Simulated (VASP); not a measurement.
A run of VASP 6.6.1 is set up as follows.

File INCAR:

```
PREC = Accurate
ENCUT = 500
EDIFF = 1E-8
ISMEAR = -1
SIGMA = 0.05
LREAL = F
LASPH = T
NELM = 120
ALGO = Normal
ISIF = 3
LWAVE = F
LCHARG = F
GGA = CA
NBANDS = 8
IBRION = 6
NFREE = 2
POTIM = 0.015
NSW = 1
GGA_COMPAT = F
```

The input KPOINTS:

```
Automatic mesh
0
Gamma
  5 5 5
```

File POSCAR:

```
Sb
1.0
    3.4040068100      0.0000000000      0.0000000000
    0.0000000000      3.4040068100      0.0000000000
    0.0000000000      0.0000000000      3.4040068100
Sb
1
Direct
    0.0000000000      0.0000000000      0.0000000000
```

Potentials or basis: VASP PAW LDA potentials, release 64 (Sb).

Run with:

```console
$ cat potpaw_LDA.64/Sb/POTCAR > POTCAR
$ mpirun -np 1 vasp_std > vasp.out
```

(1) What does it give for the elastic constants C11, C12, C44?

(2) Predict the Voigt bulk modulus.

## Answers

(1) -17, 32, 1 GPa.

(2) 16 GPa.

Caveat: the k points lie up to 0.37 Å⁻¹ apart; the cell is under stress, which shifts elastic constants; the elastic tensor has a negative eigenvalue, so either the cell is unstable as it stands or the mesh is too thin.
